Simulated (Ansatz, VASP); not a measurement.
Two plane-wave programs on MoS2

```
Mo S
1.0
     1.58550    0.91539    6.11500
    -1.58550    0.91539    6.11500
     0.00000   -1.83078    6.11500
Mo S
1 2
Direct
  0.00000 0.00000 0.00000
  0.75000 0.75000 0.75000
  0.25000 0.25000 0.25000
```

Alike in both runs: task single point; functional PBEsol; dispersion D4; k mesh 11 × 11 × 11; occupations methfessel-paxton of order 1, width 0.2 eV; no spin polarisation.

|  | VASP | Ansatz |
| --- | --- | --- |
| version | VASP 6.6.1 | Ansatz 0.2.0 |
| potentials or method | VASP PAW PBE potentials, release 64 (Mo_sv, S), cutoff 520 eV | plane waves, PAW |
| valence electrons in the cell | 26 | 26 |

Ansatz gave:

```
pressure (GPa)                                                : 0.7
traceless stress, the component that is largest in VASP (GPa) : 3.25
```

What did VASP give for the same quantities?

Pressure (GPa): 0.8; traceless stress, the component that is largest in VASP (GPa): 3.26.

VASP's potentials were made for PBE, not for PBEsol.
